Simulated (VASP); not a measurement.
Runs of VASP 6.6.1 on NbRu3C. The structure is that of space group Pm-3m (No. 221), or close to it. The cells are those of the table. 

```csv
task,level,potentials or basis,cell,cutoff (eV),gap on the mesh (eV),pressure (GPa)
single point,LDA,"VASP PAW LDA potentials, release 64 (Ru_pv, Nb_sv, C)","a = 4.065 Å, 5 atoms",520,none,(a)
single point,revPBE,"VASP PAW PBE potentials, release 64 (Ru_pv, Nb_sv, C)","a = 4.065 Å, 5 atoms",520,none,-0.7
relaxation of cell and atoms,LDA,"VASP PAW LDA potentials, release 64 (Ru_pv, Nb_sv, C)","relaxed from a = 4.065 Å, 5 atoms",600,none,0.0
single point,r2SCAN,"VASP PAW PBE potentials, release 64 (Ru_pv, Nb_sv, C)","a = 4.065 Å, 5 atoms",520,none,-6.9
single point,LDA,"VASP PAW LDA potentials, release 64 (Ru_pv, Nb_sv, C)","a = 3.986 Å, 5 atoms",520,none,0.7
```

Alike in all rows: no spin polarisation; smearing fermi-dirac 0.05 eV.

Problem. Fill in the values left out.

Solution. (a) -16.3.

Caveats: the cell stands under tension (at least some runs); the PAW data sets were made with another functional, which shifts forces and pressure a little (at least some runs).

A k mesh can miss the band edges, and the runs leave out spin-orbit coupling on Nb, Ru.

A gap of «none» marks levels without a gap at the run's occupations.
